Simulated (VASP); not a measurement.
Input of a VASP 6.6.1 run:

INCAR

```
PREC = Accurate
ENCUT = 520
EDIFF = 1E-6
ISMEAR = -1
SIGMA = 0.05
LREAL = False
LASPH = True
NELM = 60
ALGO = Normal
ISIF = 2
LWAVE = False
LCHARG = True
GGA = PS
LELF = True
LVHAR = True
NBANDS = 30
```

KPOINTS

```
regular mesh
0
Gamma
  11 11 3
```

The input POSCAR:

```
Ag
1.0
    2.9428065281      0.0000000000      0.0000000000
   -1.4714032640      2.5485452117      0.0000000000
    0.0000000000      0.0000000000     10.1961282242
Ag
4
Direct
    0.0000000000      0.0000000000      0.5000000000
    0.0000000000      0.0000000000      0.0000000000
    0.6666666667      0.3333333333      0.7500000000
    0.3333333333      0.6666666667      0.2500000000
```

Potentials or basis: VASP PAW PBE potentials, release 64 (Ag).

Run with:

```bash
$ cat potpaw_PBE.64/Ag/POTCAR > POTCAR
$ mpirun -np 1 vasp_std > vasp.out
```

Q: Estimate the band gap on the k mesh.

A: Zero (band 22 reaches 9.42 eV, above the bottom of band 23 at 3.74 eV).

Q: Predict the pressure.

A: -10.8 GPa.

Stress tensor (GPa, compression positive):
```
-10.01   0.00   0.00
  0.00 -10.01   0.00
  0.00   0.00 -12.23
```

Caveat: the PAW data sets were made with another functional, which shifts forces and pressure a little.
